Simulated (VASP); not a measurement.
# BN (R3m) in VASP: settings compared

The runs below take BN through single point, with HF, HSE06.

Everything below comes from runs of VASP 6.6.1. Logs are shortened: lines on timing, memory, paths and dates and some standing lists are left out, and cuts for length are marked.

### Step 1. The cell of the first run

Symmetry: R3m, No. 160, trigonal system. Conventional cell: a = 2.500 Å, b = 2.500 Å, c = 9.760 Å, α = 90.00°, β = 90.00°, γ = 120.00°. B (site symmetry 3m) has 3 N at 1.44 Å within 1.9 Å. Within 1.9 Å of N (site symmetry 3m) lie 3 B at 1.44 Å.

### Step 2. Single point, HF

Contents of POSCAR:

```
BN
1.0
    1.2501241101      0.7217594915      3.2533304057
   -1.2501241101      0.7217594915      3.2533304057
    0.0000000000     -1.4435189830      3.2533304057
B N
1 1
Direct
    0.9996880830      0.9996880830      0.9996880830
    0.3327449170      0.3327449170      0.3327449170
```

Contents of INCAR.step1:

```
SYSTEM = BN
ALGO     = Normal         ! electronic algorithm
EDIFF    = 1E-5           ! SCF threshold, eV
ENCUT    = 520            ! plane-wave cutoff, eV
GGA      = PE             ! functional
ISIF     = 2              ! what is computed and relaxed
ISMEAR   = 0              ! smearing method
LASPH    = .TRUE.         ! aspherical terms in the spheres
LREAL    = .FALSE.        ! projectors in reciprocal space
LWAVE    = .TRUE.         ! write WAVECAR
NBANDS   = 11             ! bands
NELM     = 60             ! most SCF steps
PREC     = Accurate       ! precision mode
SIGMA    = 0.01           ! smearing width, eV
```

Contents of INCAR.step2:

```
SYSTEM = BN
AEXX     = 1.0            ! exact-exchange fraction
AGGAC    = 0.0          
ALDAC    = 0.0          
ALGO     = Normal         ! electronic algorithm
EDIFF    = 1E-6           ! SCF threshold, eV
ENCUT    = 520            ! plane-wave cutoff, eV
GGA      = PE             ! functional
ISIF     = 2              ! what is computed and relaxed
ISMEAR   = 0              ! smearing method
ISTART   = 1            
LASPH    = .TRUE.         ! aspherical terms in the spheres
LCHARG   = .TRUE.         ! write CHGCAR
LELF     = .TRUE.         ! ELF
LHFCALC  = .TRUE.         ! exact exchange
LREAL    = .FALSE.        ! projectors in reciprocal space
LVHAR    = .TRUE.       
LWAVE    = .FALSE.        ! write WAVECAR
NBANDS   = 11             ! bands
NELM     = 60             ! most SCF steps
PREC     = Accurate       ! precision mode
PRECFOCK = Normal       
SIGMA    = 0.01           ! smearing width, eV
```

Contents of KPOINTS:

```
k-points
0
G
  8 8 8
  0 0 0
```

Potentials or basis: VASP PAW PBE potentials, release 64 (B, N).

Command:

```bash
$ cat potpaw_PBE.64/B/POTCAR potpaw_PBE.64/N/POTCAR > POTCAR
$ cp INCAR.step1 INCAR
$ mpirun -np 1 vasp_std > vasp.out
$ cp INCAR.step2 INCAR
$ mpirun -np 1 vasp_std > vasp.out
```

OUTCAR:

```text
SYSTEM = BN
   AEXX = 1.0
   EDIFF = 1E-6
   ENCUT = 520
   GGA = PE
   ISIF = 2
   ISMEAR = 0
   ISTART = 1
   LASPH = .TRUE.
   LHFCALC = .TRUE.
   LREAL = .FALSE.
   NELM = 60
   PREC = Accurate
   PRECFOCK = Normal

 ion  position               nearest neighbor table
   1  1.000  1.000  1.000-   2 1.44   2 1.44   2 1.44
   2  0.333  0.333  0.333-   1 1.44   1 1.44   1 1.44

  LATTYP: Found a trigonal (rhomboedric) cell.
 ALAT       =     3.5592001606
 COS(alpha) =     0.7532646173

  Lattice vectors:

 A1 = (   1.2501241101,   0.7217594915,   3.2533304057)
 A2 = (  -1.2501241101,   0.7217594915,   3.2533304057)
 A3 = (   0.0000000000,  -1.4435189830,   3.2533304057)

Analysis of symmetry for initial positions (statically):
=====================================================================
 Subroutine PRICEL returns:
 Original cell was already a primitive cell.

 Routine SETGRP: Setting up the symmetry group for a
 trigonal (rhombohedral) supercell.

 Subroutine GETGRP returns: Found  6 space group operations
 (whereof  6 operations were pure point group operations)
 out of a pool of 12 trial point group operations.

The static configuration has the point symmetry C_3v.

Analysis of symmetry for dynamics (positions and initial velocities):
=====================================================================
 Subroutine PRICEL returns:
 Original cell was already a primitive cell.

 Routine SETGRP: Setting up the symmetry group for a
 trigonal (rhombohedral) supercell.

 Subroutine GETGRP returns: Found  6 space group operations
 (whereof  6 operations were pure point group operations)
 out of a pool of 12 trial point group operations.

The dynamic configuration has the point symmetry C_3v.

 Subroutine INISYM returns: Found  6 space group operations
 (whereof  6 operations are pure point group operations),
 and found     1 'primitive' translations

----------------------------------------------------------------------------------------

                                     Primitive cell

  volume of cell :      17.6127

  direct lattice vectors                    reciprocal lattice vectors
     1.250124110  0.721759491  3.253330406     0.399960289  0.230917180  0.102459109
    -1.250124110  0.721759491  3.253330406    -0.399960289  0.230917180  0.102459109
     0.000000000 -1.443518983  3.253330406     0.000000000 -0.461834361  0.102459109

  length of vectors
     3.559200161  3.559200161  3.559200161     0.473063258  0.473063258  0.473063258

  position of ions in fractional coordinates (direct lattice)
     0.999688083  0.999688083  0.999688083
     0.332744917  0.332744917  0.332744917

  ion indices of the primitive-cell ions
   primitive index   ion index
                 1           1
                 2           2

----------------------------------------------------------------------------------------

 KPOINTS: k-points

Automatic generation of k-mesh.
 Grid dimensions read from file:
 generate k-points for:    8    8    8

 Generating k-lattice:

  Cartesian coordinates                     Fractional coordinates (reciprocal lattice)
     0.049995036  0.028864648  0.012807389     0.125000000 -0.000000000  0.000000000
    -0.049995036  0.028864648  0.012807389    -0.000000000  0.125000000  0.000000000
     0.000000000 -0.057729295  0.012807389     0.000000000  0.000000000  0.125000000

  Length of vectors
     0.059132907  0.059132907  0.059132907

  Shift w.r.t. Gamma in fractional coordinates (k-lattice)
     0.000000000  0.000000000  0.000000000

 Subroutine IBZKPT returns following result:
 ===========================================

 Found     65 irreducible k-points:

 Following reciprocal coordinates:
            Coordinates               Weight
  0.000000  0.000000  0.000000      1.000000
  0.125000 -0.000000  0.000000      6.000000
  0.250000 -0.000000  0.000000      6.000000
  0.375000 -0.000000  0.000000      6.000000
  0.500000 -0.000000  0.000000      3.000000
  0.125000  0.125000  0.000000      6.000000
[... 16 lines left out ...]
  0.250000  0.125000  0.125000      6.000000
  0.375000  0.125000  0.125000      6.000000
 [... further k-points ...]
   k-points           NKPTS =     65   k-points in BZ     NKDIM =    512   number of bands    NBANDS=     11
   number of dos      NEDOS =    301   number of ions     NIONS =      2
   total plane-waves  NPLWV =  21952
   dimension x,y,z NGX =    28 NGY =   28 NGZ =   28
   dimension x,y,z NGXF=    56 NGYF=   56 NGZF=   56
   ions per type =               1   1
   NGX,Y,Z   is equivalent  to a cutoff of  13.08, 13.08, 13.08 a.u.
   NGXF,Y,Z  is equivalent  to a cutoff of  26.16, 26.16, 26.16 a.u.
 SYSTEM =  BN
   PREC   = accura    normal or accurate (medium, high low for compatibility)
   ISTART =      1    job   : 0-new  1-cont  2-samecut
   ICHARG =      0    charge: 1-file 2-atom 10-const
   ISPIN  =      1    spin polarized calculation?
   LNONCOLLINEAR =      F non collinear calculations
   LSORBIT =      F    spin-orbit coupling
   LASPH  =      T    aspherical Exc in radial PAW
   ENCUT  =  520.0 eV  38.22 Ry    6.18 a.u.   6.62  6.62  6.62*2*pi/ulx,y,z
   NELM   =     60;   NELMIN=  2; NELMDL=  0     # of ELM steps
   EDIFF  = 0.1E-05   stopping-criterion for ELM
   LREAL  =      F    real-space projection
   EDIFFG = 0.1E-04   stopping-criterion for IOM
   NSW    =      0    number of steps for IOM
   IBRION =     -1    ionic relax: 0-MD 1-quasi-New 2-CG
   NFREE  =      0    steps in history (QN), initial steepest desc. (CG)
   ISIF   =      2    stress and relaxation
   ISYM   =      3    0-nonsym 1-usesym 2-fastsym
   POTIM  = 0.5000    time-step for ionic-motion
   TEBEG  =    0.0;   TEEND  =   0.0 temperature during run
   PSTRESS=    0.0 pullay stress
   NELECT =       8.0000    total number of electrons
   NUPDOWN=      -1.0000    fix difference up-down
   EMIN   =  10.00;   EMAX   =-10.00  energy-range for DOS
   EFERMI =   0.00;   METHOD = LEGACY
   ISMEAR =     0;   SIGMA  =   0.01  broadening in eV -4-tet -1-fermi 0-gaus
   EFERMI_NEDOS =   21; number of points for ismear=-14 and -15
   IALGO  =     38    algorithm
   IMIX   =      1    mixing-type and parameters
     AMIX     =   0.40;   BMIX     =  1.00
     AMIX_MAG =   1.60;   BMIX_MAG =  1.00
  volume/ion in A,a.u.               =       8.81        59.43
  Fermi-wavevector in a.u.,A,eV,Ry     =   1.258432  2.378092 21.546887  1.583651
  Thomas-Fermi vector in A             =   2.392042
   LORBIT       =      0    0 simple, 1 ext, 2 COOP (PROOUT), +10 PAW based schemes
   GGA     = PE    functional components
   LHFCALC =     T    Hartree Fock is set to
   PRECFOCK=normal    Normal, Fast or Accurate (Low or Medium for compatibility)
   ENCUT4O =  -1.0   cutoff for four orbital integrals eV
   NKREDX  =     1    reduce k-point grid by
   NKREDY  =     1    reduce k-point grid by
   NKREDZ  =     1    reduce k-point grid by
   AEXX    =    1.0000 exact exchange contribution
   HFSCREEN=    0.0000 screening length (either q_TF or 0.3 A-1)
   HFSCREENC=   0.0000 screening length for correlation (either q_TF or 0.3 A-1)
   ENCUTFOCK=  -1.0 apply spherical cutoff to Coloumb kernel
   IVDW    =     0    specifies the selected vdW correction
   LEPSILON=     F    determine dielectric tensor
   LRPA    =     F    only Hartree local field effects (RPA)
 non-spin polarized calculation
 Gauss-broadening in eV      SIGMA  =   0.01
  energy-cutoff  :      520.00
  volume of cell :       17.61
 maximum number of plane-waves:       499
 NGX is ok and might be reduce to    28
  NGX = 20; NGY = 20; NGZ = 20

 number of electron       8.0000001 magnetization

 Free energy of the ion-electron system (eV)
  ---------------------------------------------------
  ext. energy  EPLUGINS =         0.00000000
  ---------------------------------------------------
  free energy    TOTEN  =       -30.31575161 eV

  energy without entropy =      -30.31575161  energy(sigma->0) =      -30.31575161

 E-fermi :  -1.2738     XC(G=0):   0.0000

 val. band max:       -1.3350914832   @ k =  -0.1250   0.5000   0.1250
 cond. band min:      11.5847814386   @ k =   0.5000   0.5000   0.0000
 fundamental gap:     12.9198729218
 Fermi energy:        -1.2738238225

 k-point     1 :       0.0000    0.0000    0.0000
  band No.  band energies     occupation
      1     -26.0300      2.00000
      2      -6.5941      2.00000
      3      -3.4579      2.00000
      4      -3.4579      2.00000
      5      12.2171      0.00000
      6      21.1510      0.00000
      7      21.1510      0.00000
      8      24.3484      0.00000
      9      24.8525      0.00000
     10      35.9316      0.00000
     11      38.3554      0.00000

 k-point     2 :       0.1250   -0.0000    0.0000
  band No.  band energies     occupation
      1     -25.6198      2.00000
      2      -6.1422      2.00000
      3      -5.0071      2.00000
      4      -4.1304      2.00000
      5      12.9050      0.00000
      6      20.8201      0.00000
      7      22.7605      0.00000
      8      22.7791      0.00000
      9      26.0286      0.00000
     10      33.7226      0.00000
     11      35.2628      0.00000

 k-point     3 :       0.2500   -0.0000    0.0000
  band No.  band energies     occupation
      1     -24.4521      2.00000
      2      -8.4557      2.00000
      3      -5.5041      2.00000
      4      -4.8311      2.00000
      5      14.6187      0.00000
      6      19.2316      0.00000
      7      20.4543      0.00000
      8      26.7959      0.00000
      9      27.6163      0.00000
     10      30.5523      0.00000
     11      32.4257      0.00000
[... 267 lines left out ...]
 k-point    23 :       0.2500    0.1250    0.1250
  band No.  band energies     occupation
      1     -25.5307      2.00000
      2      -6.9620      2.00000
      3      -5.0221      2.00000
      4      -4.1253      2.00000
      5      14.3320      0.00000
      6      20.8151      0.00000
      7      22.7293      0.00000
      8      22.9111      0.00000
      9      26.0363      0.00000
     10      34.5205      0.00000
     11      34.8534      0.00000

 k-point    24 :       0.3750    0.1250    0.1250
  band No.  band energies     occupation
      1     -24.3484      2.00000
      2      -8.5041      2.00000
      3      -5.7326      2.00000
      4      -5.5012      2.00000
      5      15.9306      0.00000
      6      19.9762      0.00000
      7      20.7539      0.00000
      8      26.7657      0.00000
      9      27.2077      0.00000
     10      31.2967      0.00000
     11      32.2765      0.00000

 [... further k-points ...]

------------------------ aborting loop because EDIFF is reached ----------------------------------------

  FORCE on cell =-STRESS in cart. coord.  units (eV):
  Direction    XX          YY          ZZ          XY          YZ          ZX
  --------------------------------------------------------------------------------------
  -------------------------------------------------------------------------------------
  Total       -0.4271859     -0.4271859      0.6049684      0.0000000      0.0000000      0.0000000
  in kB      -38.8599656    -38.8599656     55.0323714      0.0000000      0.0000000      0.0000000
  external PRESSURE =      -7.5625199 kB  Pullay stress =       0.0000000 kB

 VOLUME and BASIS-vectors are now :
 -----------------------------------------------------------------------------
  energy-cutoff  :      520.00
  volume of cell :       17.61
      direct lattice vectors                 reciprocal lattice vectors
     1.250124110  0.721759491  3.253330406     0.399960289  0.230917180  0.102459109
    -1.250124110  0.721759491  3.253330406    -0.399960289  0.230917180  0.102459109
     0.000000000 -1.443518983  3.253330406     0.000000000 -0.461834361  0.102459109

 POSITION                                       TOTAL-FORCE (eV/Angst)
 -----------------------------------------------------------------------------------
      0.00000      0.00000      9.75695         0.000000      0.000000      0.000342
      0.00000      0.00000      3.24759         0.000000     -0.000000     -0.000342
 -----------------------------------------------------------------------------------
    total drift:                               -0.000000     -0.000000      0.000012

  FREE ENERGIE OF THE ION-ELECTRON SYSTEM (eV)
  ---------------------------------------------------
  free  energy   TOTEN  =       -30.3157516065 eV

  energy  without entropy=      -30.3157516065  energy(sigma->0) =      -30.31575161
```

Run time: 67 min. Hardware: 1 thread of Intel Xeon Platinum 8375C at 2.90GHz (Ice Lake), shared host; peak memory 0.17 GiB.

Results:

```yaml
Free_energy: -30.3158 eV
Pressure: -0.8 GPa
Band_gap_on_the_k_mesh: 12.92 eV (least direct gap 14.22 eV)
```

Stress tensor (GPa, compression positive):
```
-3.89  0.00  0.00
 0.00 -3.89  0.00
 0.00  0.00  5.50
```

Levels at points of the mesh, in eV from the valence-band top:
```tsv
k point	band 1	band 2	band 3	band 4	band 5	band 6	band 7	band 8
(0.00, 0.00, 0.00)	-24.69	-5.26	-2.12	-2.12	13.55	22.49	22.49	25.68
(0.50, 0.00, 0.00)	-20.53	-12.23	-5.72	-0.67	14.62	20.13	22.73	25.07
(0.50, 0.50, 0.00)	-20.41	-12.04	-5.83	-1.62	12.92	19.95	24.64	28.73
(0.50, 0.50, 0.50)	-24.28	-8.34	-2.16	-2.16	20.79	22.34	22.34	23.59
```

Caveat: the PAW data sets were made with another functional, which shifts forces and pressure a little. A k mesh can miss the band edges.

### Step 3. Single point, HSE06

POSCAR is that of step 2.

Contents of INCAR.step1:

```
SYSTEM = BN
  PREC = Accurate
  ENCUT = 520
  EDIFF = 1E-5
  ISMEAR = 0
  SIGMA = 0.01
  LREAL = .False.
  LASPH = .True.
  NELM = 60
  ALGO = Normal
  ISIF = 2
  LWAVE = .True.
  LCHARG = .False.
  GGA = PE
  NBANDS = 11
```

Contents of INCAR.step2:

```
SYSTEM = BN
  PREC = Accurate
  ENCUT = 520
  EDIFF = 1E-7
  ISMEAR = 0
  SIGMA = 0.01
  LREAL = .False.
  LASPH = .True.
  NELM = 60
  ALGO = Normal
  ISIF = 2
  LWAVE = .False.
  LCHARG = .False.
  GGA = PE
  LHFCALC = .True.
  HFSCREEN = 0.2079
  PRECFOCK = Normal
  ISTART = 1
  NBANDS = 11
```

Contents of KPOINTS:

```
regular mesh
0
Gamma
  8 8 8
  0 0 0
```

Potentials or basis: VASP PAW PBE potentials, release 64 (B, N).

Command:

```bash
$ cat potpaw_PBE.64/B/POTCAR potpaw_PBE.64/N/POTCAR > POTCAR
$ cp INCAR.step1 INCAR
$ mpirun -np 1 vasp_std > vasp.out
$ cp INCAR.step2 INCAR
$ mpirun -np 1 vasp_std > vasp.out
```

Run time: 47 min. Hardware: 1 thread of AMD EPYC 9R45 (Zen 5), shared host; peak memory 0.24 GiB.

The run converged. Its results:

```yaml
Free_energy: -20.3841 eV
Pressure: -0.3 GPa
Largest_force: 0.005 eV/Å
Band_gap_on_the_k_mesh: 5.45 eV (least direct gap 6.34 eV)
```

Forces on the atoms (eV/Å):
```
B    0.000  0.000  0.005
N    0.000  0.000 -0.005
```

Stress tensor (GPa, compression positive):
```
-1.84  0.00  0.00
 0.00 -1.84  0.00
 0.00  0.00  2.92
```

Levels at points of the mesh, in eV from the valence-band top:
| k point | band 1 | band 2 | band 3 | band 4 | band 5 | band 6 | band 7 | band 8 | band 9 |
| --- | --- | --- | --- | --- | --- | --- | --- | --- | --- |
| (0.00, 0.00, 0.00) | -19.66 | -4.40 | -1.54 | -1.54 | 6.55 | 13.45 | 13.45 | 15.46 | 16.80 |
| (0.50, 0.00, 0.00) | -16.17 | -9.90 | -4.56 | -0.61 | 6.73 | 11.58 | 14.77 | 16.92 | 22.08 |
| (0.50, 0.50, 0.00) | -16.07 | -9.74 | -4.64 | -1.37 | 5.45 | 11.45 | 16.19 | 19.92 | 22.98 |
| (0.50, 0.50, 0.50) | -19.30 | -6.91 | -1.57 | -1.57 | 12.28 | 13.34 | 13.34 | 14.31 | 19.00 |

Caveat: the PAW data sets were made with another functional, which shifts forces and pressure a little.
